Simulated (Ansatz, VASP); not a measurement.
**One calculation of GaAs, two programs**

File INCAR:

```
SYSTEM = GaAs
PREC = Accurate ; ENCUT = 500
EDIFF = 1E-6 ; ISMEAR = 1
SIGMA = 0.1 ; LREAL = .False.
LASPH = .True. ; NELM = 120
ALGO = Normal ; ISIF = 2
LWAVE = .False. ; LCHARG = .True.
GGA = LIBXC ; LIBXC1 = GGA_X_PBE
LIBXC2 = GGA_C_LYP ; LELF = .True.
LVHAR = .True. ; NBANDS = 16
GGA_COMPAT = .False.
```

Contents of KPOINTS:

```
Automatic mesh
0
Gamma
  8 8 8
  0 0 0
```

POSCAR

```
GaAs
1.0
    0.0000000000      2.8078772807      2.8078772807
    2.8078772807      0.0000000000      2.8078772807
    2.8078772807      2.8078772807      0.0000000000
As Ga
1 1
Direct
    0.7500000000      0.7500000000      0.7500000000
    0.0000000000      0.0000000000      0.0000000000
```

File input.yaml:

```yaml
crystal:
  lattice:
    - [0.0, 2.8078772807, 2.8078772807]
    - [2.8078772807, 0.0, 2.8078772807]
    - [2.8078772807, 2.8078772807, 0.0]
  atoms:
    - { symbol: As, position: [0.75, 0.75, 0.75] }
    - { symbol: Ga, position: [0.0, 0.0, 0.0] }
kpoints:
  mp_grid: { grid: [8, 8, 8] }
scf:
  occupations: { method: cold, width: 0.1 }
hamiltonian:
  xc: { exchange: pbe, correlation: lyp }
  pseudopotentials: { kind: all_electron, lapw: { basis_error: 0.001 } }
output:
  forces: true
  stress: true
  eigenvalues: true
```

Change from the starting cell: volume scaled by 0.98.

Alike in both runs: task single point; functional pbe exchange, lyp correlation; k mesh 8 × 8 × 8; no spin polarisation.

|  | VASP | Ansatz |
| --- | --- | --- |
| version | VASP 6.6.1 | Ansatz 0.2.0 |
| potentials or method | VASP PAW PBE potentials, release 64 (As, Ga_d), cutoff 500 eV | all-electron LAPW, scalar-relativistic |
| occupations | methfessel-paxton of order 1, width 0.1 eV | cold, width 0.1 eV |

|  | VASP | Ansatz | Ansatz less VASP |
| --- | --- | --- | --- |
| gap on the k mesh at the Fermi level (eV) | 0.53 | 0.53 | -0.003 |
| least direct gap on the mesh (eV) | 0.53 | 0.53 | -0.003 |
| pressure (GPa) | 9.1 | 8.8 | -0.32 |

VASP's potentials were made for PBE, not for pbe exchange, lyp correlation. Ansatz ran all-electron here, and VASP with PAW potentials.
